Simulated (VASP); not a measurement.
Input of a VASP 6.6.1 run:

Contents of INCAR:

```
SYSTEM = Ga
PREC = Accurate
ENCUT = 520
EDIFF = 1E-6
ISMEAR = -1
SIGMA = 0.05
LREAL = .False.
LASPH = .True.
NELM = 60
ALGO = Normal
ISIF = 2
LWAVE = .False.
LCHARG = .True.
LDIPOL = .True.
IDIPOL = 3
DIPOL = 0.5 0.5 0.498
LELF = .True.
LVHAR = .True.
LVACPOTAV = .True.
NBANDS = 48
```

KPOINTS

```
Automatic mesh
0
Gamma
  9 8 1
  0 0 0
```

File POSCAR:

```
Ga
1.0
    2.9000000000      0.0000000000      0.0000000000
    0.0000000000      3.1700000000      0.0000000000
    0.0000000000      0.0000000000     25.0324200000
Ga
6
Direct
    0.5000000000      0.2500000000      0.2996114639
    0.0000000000      0.7500000000      0.3756097093
    0.0000000000      0.2500000000      0.4620008773
    0.5000000000      0.7500000000      0.5350375990
    0.5000000000      0.2500000000      0.6213689339
    0.0000000000      0.7500000000      0.6960260329
```

Potentials or basis: VASP PAW LDA potentials, release 64 (Ga_d).

Command:

```console
$ cat potpaw_LDA.64/Ga_d/POTCAR > POTCAR
$ mpirun -np 1 vasp_std > vasp.out
```

(1) What does it give for the band gap on the k mesh?

(2) What does it give for the largest force?

Answers

(1) zero (band 39 reaches 3.46 eV, above the bottom of band 40 at -1.36 eV).

(2) 0.072 eV/Å.
